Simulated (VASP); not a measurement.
# Li (P1) in VASP: notebook

Li is run at these levels: PBE; tasks: single point.

All numbers are computed with VASP 6.6.1; they aren't measurements. Logs are shortened: lines on timing, memory, paths and dates and some standing lists are left out, and cuts for length are marked.

## 1. The cell of the first run

The typed cell holds 16 atoms: a = 6.848 Å, b = 6.848 Å, c = 6.848 Å, α = 90.00°, β = 90.00°, γ = 90.00°.

## 2. Single point, PBE

Contents of INCAR:

```
SYSTEM = Li
PREC = Accurate
ENCUT = 520
EDIFF = 1E-6
ISMEAR = -1
SIGMA = 0.1
LREAL = Auto
LASPH = .True.
NELM = 60
ALGO = Normal
ISIF = 2
LWAVE = .False.
LCHARG = .False.
GGA = PE
NBANDS = 38
```

Contents of KPOINTS:

```
regular mesh
0
Gamma
  2 2 2
  0 0 0
```

Contents of POSCAR:

```
Li
1.0
    6.8475350000      0.0000000000      0.0000000000
    0.0000000000      6.8475350000      0.0000000000
    0.0000000000      0.0000000000      6.8475350000
Li
16
Direct
   -0.0726976934      0.0166337229     -0.1151217190
    0.5470581749     -0.0282729479      0.0472286743
   -0.0671044398      0.6456045862     -0.1435114972
   -0.0079590685      0.0441034620      0.3856862360
    0.1826350650      0.3325576284      0.2503236566
    0.4699209277      0.4535938845     -0.1151801342
    0.5480950444      0.0967063330      0.4162081683
    0.8523943288      0.3325284208      0.1587140482
    0.0971006355      0.5501833872      0.5834362292
    0.2872712589      0.7632381580      0.2183413447
    0.2222551619      0.2183851561      0.6975940977
    0.5183033018      0.5545353182      0.3808815873
    0.9436096347      0.7169441266      0.2902066218
    0.7873782317      0.3363692190      0.6237719121
    0.2960189324      0.8400833293      0.6353819294
    0.7366592504      0.8875602680      0.6010776141
```

Potentials or basis: VASP PAW PBE potentials, release 64 (Li_sv).

Run with:

```
> cat potpaw_PBE.64/Li_sv/POTCAR > POTCAR
> mpirun -np 1 vasp_std > vasp.out
```

OUTCAR:

```text
SYSTEM = Li
   PREC = Accurate
   ENCUT = 520
   EDIFF = 1E-6
   ISMEAR = -1
   LREAL = Auto
   LASPH = .True.
   NELM = 60
   ISIF = 2
   GGA = PE

 ion  position               nearest neighbor table
   1  0.927  0.017  0.885-  16 2.50   3 2.55
   2  0.547  0.972  0.047-  10 2.56
   3  0.933  0.646  0.856-   9 2.28   1 2.55
   4  0.992  0.044  0.386-  13 2.36  16 2.53   5 2.54
   5  0.183  0.333  0.250-   8 2.35   4 2.54
   6  0.470  0.454  0.885-
   7  0.548  0.097  0.416-  16 2.31
   8  0.852  0.333  0.159-   5 2.35
   9  0.097  0.550  0.583-   3 2.28  15 2.43  13 2.54  11 2.55  14 2.59
  10  0.287  0.763  0.218-  12 2.40  13 2.42   2 2.56
  11  0.222  0.218  0.698-   9 2.55
  12  0.518  0.555  0.381-  10 2.40
  13  0.944  0.717  0.290-   4 2.36  10 2.42   9 2.54
  14  0.787  0.336  0.624-   9 2.59
  15  0.296  0.840  0.635-   9 2.43
  16  0.737  0.888  0.601-   7 2.31   1 2.50   4 2.53

  LATTYP: Found a simple cubic cell.
 ALAT       =     6.8475350000

  Lattice vectors:

 A1 = (   6.8475350000,   0.0000000000,   0.0000000000)
 A2 = (   0.0000000000,   6.8475350000,   0.0000000000)
 A3 = (   0.0000000000,   0.0000000000,   6.8475350000)

Analysis of symmetry for initial positions (statically):
=====================================================================
 Subroutine PRICEL returns:
 Original cell was already a primitive cell.

 Routine SETGRP: Setting up the symmetry group for a
 simple cubic supercell.

 Subroutine GETGRP returns: Found  1 space group operations
 (whereof  1 operations were pure point group operations)
 out of a pool of 48 trial point group operations.

The static configuration has the point symmetry C_1 .

Analysis of symmetry for dynamics (positions and initial velocities):
=====================================================================
 Subroutine PRICEL returns:
 Original cell was already a primitive cell.

 Routine SETGRP: Setting up the symmetry group for a
 simple cubic supercell.

 Subroutine GETGRP returns: Found  1 space group operations
 (whereof  1 operations were pure point group operations)
 out of a pool of 48 trial point group operations.

The dynamic configuration has the point symmetry C_1 .

 Subroutine INISYM returns: Found  1 space group operations
 (whereof  1 operations are pure point group operations),
 and found     1 'primitive' translations

----------------------------------------------------------------------------------------

                                     Primitive cell

  volume of cell :     321.0723

  direct lattice vectors                    reciprocal lattice vectors
     6.847535000  0.000000000  0.000000000     0.146037954  0.000000000  0.000000000
     0.000000000  6.847535000  0.000000000     0.000000000  0.146037954  0.000000000
     0.000000000  0.000000000  6.847535000     0.000000000  0.000000000  0.146037954

  length of vectors
     6.847535000  6.847535000  6.847535000     0.146037954  0.146037954  0.146037954

  position of ions in fractional coordinates (direct lattice)
     0.927302307  0.016633723  0.884878281
     0.547058175  0.971727052  0.047228674
     0.932895560  0.645604586  0.856488503
     0.992040932  0.044103462  0.385686236
     0.182635065  0.332557628  0.250323657
     0.469920928  0.453593885  0.884819866
[... 8 lines left out ...]
     0.296018932  0.840083329  0.635381929
     0.736659250  0.887560268  0.601077614

  ion indices of the primitive-cell ions
   primitive index   ion index
                 1           1
                 2           2
                 3           3
                 4           4
                 5           5
                 6           6
[... 8 lines left out ...]
                15          15
                16          16

----------------------------------------------------------------------------------------

 KPOINTS: regular mesh

Automatic generation of k-mesh.
 Grid dimensions read from file:
 generate k-points for:    2    2    2

 Generating k-lattice:

  Cartesian coordinates                     Fractional coordinates (reciprocal lattice)
     0.073018977  0.000000000  0.000000000     0.500000000  0.000000000  0.000000000
     0.000000000  0.073018977  0.000000000     0.000000000  0.500000000  0.000000000
     0.000000000  0.000000000  0.073018977     0.000000000  0.000000000  0.500000000

  Length of vectors
     0.073018977  0.073018977  0.073018977

  Shift w.r.t. Gamma in fractional coordinates (k-lattice)
     0.000000000  0.000000000  0.000000000

 Subroutine IBZKPT returns following result:
 ===========================================

 Found      8 irreducible k-points:

 Following reciprocal coordinates:
            Coordinates               Weight
  0.000000  0.000000  0.000000      1.000000
  0.500000  0.000000  0.000000      1.000000
  0.000000  0.500000  0.000000      1.000000
  0.000000  0.000000  0.500000      1.000000
  0.500000  0.500000  0.000000      1.000000
  0.000000  0.500000  0.500000      1.000000
  0.500000  0.000000  0.500000      1.000000
  0.500000  0.500000  0.500000      1.000000
   k-points           NKPTS =      8   k-points in BZ     NKDIM =      8   number of bands    NBANDS=     38
   number of dos      NEDOS =    301   number of ions     NIONS =     16
   total plane-waves  NPLWV = 157464
   dimension x,y,z NGX =    54 NGY =   54 NGZ =   54
   dimension x,y,z NGXF=   108 NGYF=  108 NGZF=  108
   ions per type =              16
   NGX,Y,Z   is equivalent  to a cutoff of  13.11, 13.11, 13.11 a.u.
   NGXF,Y,Z  is equivalent  to a cutoff of  26.22, 26.22, 26.22 a.u.
 SYSTEM =  Li
   PREC   = accura    normal or accurate (medium, high low for compatibility)
   ISTART =      0    job   : 0-new  1-cont  2-samecut
   ICHARG =      2    charge: 1-file 2-atom 10-const
   ISPIN  =      1    spin polarized calculation?
   LNONCOLLINEAR =      F non collinear calculations
   LSORBIT =      F    spin-orbit coupling
   LASPH  =      T    aspherical Exc in radial PAW
   ENCUT  =  520.0 eV  38.22 Ry    6.18 a.u.  12.73 12.73 12.73*2*pi/ulx,y,z
   NELM   =     60;   NELMIN=  2; NELMDL= -5     # of ELM steps
   EDIFF  = 0.1E-05   stopping-criterion for ELM
   LREAL  =      T    real-space projection
   EDIFFG = 0.1E-04   stopping-criterion for IOM
   NSW    =      0    number of steps for IOM
   IBRION =     -1    ionic relax: 0-MD 1-quasi-New 2-CG
   NFREE  =      0    steps in history (QN), initial steepest desc. (CG)
   ISIF   =      2    stress and relaxation
   ISYM   =      2    0-nonsym 1-usesym 2-fastsym
   POTIM  = 0.5000    time-step for ionic-motion
   TEBEG  =    0.0;   TEEND  =   0.0 temperature during run
   PSTRESS=    0.0 pullay stress
   NELECT =      48.0000    total number of electrons
   NUPDOWN=      -1.0000    fix difference up-down
   EMIN   =  10.00;   EMAX   =-10.00  energy-range for DOS
   EFERMI =   0.00;   METHOD = LEGACY
   ISMEAR =    -1;   SIGMA  =   0.10  broadening in eV -4-tet -1-fermi 0-gaus
   EFERMI_NEDOS =   21; number of points for ismear=-14 and -15
   IALGO  =     38    algorithm
   IMIX   =      4    mixing-type and parameters
     AMIX     =   0.40;   BMIX     =  1.00
     AMIX_MAG =   1.60;   BMIX_MAG =  1.00
  volume/ion in A,a.u.               =      20.07       135.42
  Fermi-wavevector in a.u.,A,eV,Ry     =   0.868869  1.641924 10.271492  0.754933
  Thomas-Fermi vector in A             =   1.987609
   LORBIT       =      0    0 simple, 1 ext, 2 COOP (PROOUT), +10 PAW based schemes
   GGA     = PE    functional components
   LHFCALC =     F    Hartree Fock is set to
   AEXX    =    0.0000 exact exchange contribution
   IVDW    =     0    specifies the selected vdW correction
   LEPSILON=     F    determine dielectric tensor
   LRPA    =     F    only Hartree local field effects (RPA)
 non-spin polarized calculation
  energy-cutoff  :      520.00
  volume of cell :      321.07
 maximum number of plane-waves:      8709
 NGX is ok and might be reduce to    54
   NGX = 25   NGY = 25   NGZ = 25

 number of electron      48.0000033 magnetization

 Free energy of the ion-electron system (eV)
  ---------------------------------------------------
  ext. energy  EPLUGINS =         0.00000000
  ---------------------------------------------------
  free energy    TOTEN  =       -27.59104792 eV

  energy without entropy =      -27.34610845  energy(sigma->0) =      -27.46857819

 E-fermi :   0.4658     XC(G=0):  -7.0308

 val. band max:        0.4003074174   @ k =   0.5000   0.0000   0.5000
 cond. band min:       0.4956967319   @ k =   0.0000   0.0000   0.5000
 fundamental gap:      0.0953893145
 Fermi energy:         0.4658282973

 k-point     1 :       0.0000    0.0000    0.0000
  band No.  band energies     occupation
      1     -46.4866      2.00000
      2     -46.4768      2.00000
      3     -46.2129      2.00000
      4     -46.1752      2.00000
      5     -46.1542      2.00000
      6     -46.1539      2.00000
[... 28 lines left out ...]
     35       3.5186      0.00000
     36       3.7713      0.00000

 k-point     2 :       0.5000    0.0000    0.0000
  band No.  band energies     occupation
      1     -46.4866      2.00000
      2     -46.4767      2.00000
      3     -46.2129      2.00000
      4     -46.1752      2.00000
      5     -46.1542      2.00000
      6     -46.1538      2.00000
[... 28 lines left out ...]
     35       3.6096      0.00000
     36       4.0141      0.00000

 k-point     3 :       0.0000    0.5000    0.0000
  band No.  band energies     occupation
      1     -46.4866      2.00000
      2     -46.4768      2.00000
      3     -46.2127      2.00000
      4     -46.1754      2.00000
      5     -46.1543      2.00000
      6     -46.1539      2.00000
[... 28 lines left out ...]
     35       3.6749      0.00000
     36       3.7722      0.00000
[... 118 lines left out ...]
 k-point     7 :       0.5000    0.0000    0.5000
  band No.  band energies     occupation
      1     -46.4866      2.00000
      2     -46.4767      2.00000
      3     -46.2128      2.00000
      4     -46.1751      2.00000
      5     -46.1544      2.00000
      6     -46.1537      2.00000
[... 28 lines left out ...]
     35       4.2925      0.00000
     36       4.4960      0.00000

 k-point     8 :       0.5000    0.5000    0.5000
  band No.  band energies     occupation
      1     -46.4866      2.00000
      2     -46.4767      2.00000
      3     -46.2126      2.00000
      4     -46.1753      2.00000
      5     -46.1541      2.00000
      6     -46.1540      2.00000
[... 28 lines left out ...]
     35       3.6607      0.00000
     36       3.8393      0.00000
 [bands above 36 left out]

------------------------ aborting loop because EDIFF is reached ----------------------------------------

  FORCE on cell =-STRESS in cart. coord.  units (eV):
  Direction    XX          YY          ZZ          XY          YZ          ZX
  --------------------------------------------------------------------------------------
  -------------------------------------------------------------------------------------
  Total        3.0363291      4.6215908      0.5142061      1.3802952      0.0016894      0.3630602
  in kB       15.1515355     23.0621233      2.5659311      6.8877882      0.0084301      1.8117006
  external PRESSURE =      13.5931967 kB  Pullay stress =       0.0000000 kB

 VOLUME and BASIS-vectors are now :
 -----------------------------------------------------------------------------
  energy-cutoff  :      520.00
  volume of cell :      321.07
      direct lattice vectors                 reciprocal lattice vectors
     6.847535000  0.000000000  0.000000000     0.146037954  0.000000000  0.000000000
     0.000000000  6.847535000  0.000000000     0.000000000  0.146037954  0.000000000
     0.000000000  0.000000000  6.847535000     0.000000000  0.000000000  0.146037954

 POSITION                                       TOTAL-FORCE (eV/Angst)
 -----------------------------------------------------------------------------------
      6.34974      0.11390      6.05923         0.393633      0.429316      0.419699
      3.74600      6.65393      0.32340         0.214876      0.141513     -0.365646
      6.38803      4.42080      5.86484        -0.160156     -0.181503      0.831355
      6.79303      0.30200      2.64100         0.269960      0.181535      0.232823
      1.25060      2.27720      1.71410         0.851764      0.028637     -0.167747
      3.21780      3.10600      6.05883         0.121781      0.281975      0.173864
[... 8 lines left out ...]
      2.02700      5.75250      4.35080         0.181760      0.073432      0.188813
      5.04430      6.07760      4.11590        -0.209789     -0.787624      0.250069
 -----------------------------------------------------------------------------------
    total drift:                                0.000679      0.008772     -0.002111

  FREE ENERGIE OF THE ION-ELECTRON SYSTEM (eV)
  ---------------------------------------------------
  free  energy   TOTEN  =       -27.5910479211 eV

  energy  without entropy=      -27.3461084492  energy(sigma->0) =      -27.46857819
```

Run time: 3.1 min. Hardware: 1 thread of Intel Xeon Platinum 8259CL at 2.50GHz (Skylake/Cascade Lake), shared host; peak memory 0.38 GiB.

What came out:

```
Free energy            : -27.5910 eV
Largest force          : 0.965 eV/Å
Band gap on the k mesh : zero (bands 24 and 25 overlap by 0.74 eV)
```

Forces on the atoms (eV/Å):
```
Li   0.394  0.429  0.420
Li   0.215  0.142 -0.366
Li  -0.160 -0.182  0.831
Li   0.270  0.182  0.233
Li   0.852  0.029 -0.168
Li   0.122  0.282  0.174
Li  -0.538  0.494 -0.346
Li  -0.803  0.103 -0.297
Li   0.281 -0.218 -0.638
Li  -0.205  0.283 -0.419
Li   0.069 -0.142  0.023
Li   0.494 -0.202  0.341
Li  -0.871 -0.347 -0.230
Li  -0.090 -0.139  0.003
Li   0.182  0.073  0.189
Li  -0.210 -0.788  0.250
```

Caveat: the k points lie up to 0.46 Å⁻¹ apart, too coarse for converged energies and pressures of a metal; the cutoff is under 1.25 times the usual one of these potentials, so pressure, stress and relaxed cells hold a basis-set (Pulay) error; the atoms stand as in a frame of molecular dynamics.

## 3. Single point, PBE

This run uses another cell than the first one, of 21.45 Å³/atom.

Contents of INCAR:

```
SYSTEM = Li
  PREC = Accurate
  ENCUT = 520
  EDIFF = 1E-7
  ISMEAR = -1
  SIGMA = 0.1
  LREAL = Auto
  LASPH = .TRUE.
  NELM = 80
  ALGO = Normal
  ISIF = 2
  LWAVE = .FALSE.
  LCHARG = .FALSE.
  GGA = PE
  NBANDS = 38
```

Contents of KPOINTS:

```
Automatic mesh
0
G
  2 2 2
  0 0 0
```

Contents of POSCAR:

```
Li
1.0
    7.0011780000      0.0000000000      0.0000000000
    0.0000000000      7.0011780000      0.0000000000
    0.0000000000      0.0000000000      7.0011780000
Li
16
Direct
   -0.0389791547      0.1572163999     -0.0524054666
    0.5511929564     -0.0021139300      0.0738589992
    0.0922130533      0.5301107899     -0.0874424275
   -0.0131263624      0.0504915030      0.4076885347
    0.2900511885      0.3173465951      0.1291068446
    0.4897604375      0.5738462870     -0.1577020324
    0.5065147608      0.0905133393      0.4404401659
    0.7067810588      0.3493554942      0.1746277555
    0.0939556172      0.4207291973      0.3971474515
    0.2393025859      0.8502140640      0.1005687900
    0.3614820249      0.2070080207      0.7194789220
    0.4554804920      0.6233093916      0.3313442395
    0.8187622140      0.7468885950      0.2178347701
    0.7784689948      0.4127305433      0.6952544272
    0.2206342990      0.8146057706      0.6697587177
    0.8068356497      0.8286605483      0.7113088683
```

Potentials or basis: VASP PAW PBE potentials, release 64 (Li_sv).

Run with:

```
> cat potpaw_PBE.64/Li_sv/POTCAR > POTCAR
> mpirun -np 1 vasp_std > vasp.out
```

It took 3.1 min on 1 thread of Intel Xeon Platinum 8259CL at 2.50GHz (Skylake/Cascade Lake), shared host; peak memory 0.37 GiB.

Results (log left out):

```yaml
Free_energy: -28.4714 eV
Largest_force: 0.741 eV/Å
Band_gap_on_the_k_mesh: zero (bands 24 and 25 overlap by 0.68 eV)
```

Forces on the atoms (eV/Å):
```
Li   0.105 -0.425 -0.046
Li   0.382  0.050 -0.626
Li  -0.346  0.207  0.023
Li   0.072  0.136 -0.087
Li   0.370 -0.421 -0.154
Li  -0.060  0.212  0.431
Li   0.325 -0.249 -0.328
Li   0.156  0.092 -0.025
Li  -0.193  0.451  0.501
Li  -0.535  0.033  0.106
Li  -0.424  0.242  0.558
Li   0.007  0.060  0.457
Li   0.251 -0.198 -0.149
Li   0.084 -0.381 -0.472
Li   0.066  0.064 -0.240
Li  -0.260  0.128  0.052
```

Levels at points of the mesh, in eV from the Fermi level:
```tsv
k point	band 19	band 20	band 21	band 22	band 23	band 24	band 25	band 26	band 27	band 28
(0.00, 0.00, 0.00)	-1.01	-0.99	-0.96	-0.90	-0.88	0.38	0.55	0.61	0.67	0.75
(0.50, 0.00, 0.00)	-0.65	-0.56	-0.53	-0.51	-0.36	-0.34	-0.28	-0.19	1.15	1.37
(0.00, 0.50, 0.00)	-0.62	-0.57	-0.52	-0.50	-0.38	-0.35	-0.30	-0.15	1.17	1.28
(0.00, 0.00, 0.50)	-0.62	-0.56	-0.51	-0.46	-0.38	-0.34	-0.29	-0.22	0.90	1.29
(0.50, 0.50, 0.00)	-2.12	-2.08	-0.32	-0.15	0.05	0.20	0.23	0.30	0.51	0.78
(0.00, 0.50, 0.50)	-2.07	-2.04	-0.21	-0.12	-0.01	0.09	0.21	0.33	0.39	0.62
(0.50, 0.00, 0.50)	-2.09	-2.02	-0.23	-0.14	0.06	0.07	0.17	0.20	0.57	0.62
(0.50, 0.50, 0.50)	-1.64	-1.56	-1.53	-1.47	-1.42	-1.41	1.83	1.98	2.14	2.24
```

Caveat: the k points lie up to 0.45 Å⁻¹ apart, too coarse for converged energies and pressures of a metal; the cutoff is under 1.25 times the usual one of these potentials, so pressure, stress and relaxed cells hold a basis-set (Pulay) error; the atoms stand as in a frame of molecular dynamics.

The gap in the log of VASP goes by the Fermi energy; the results here count the filled bands.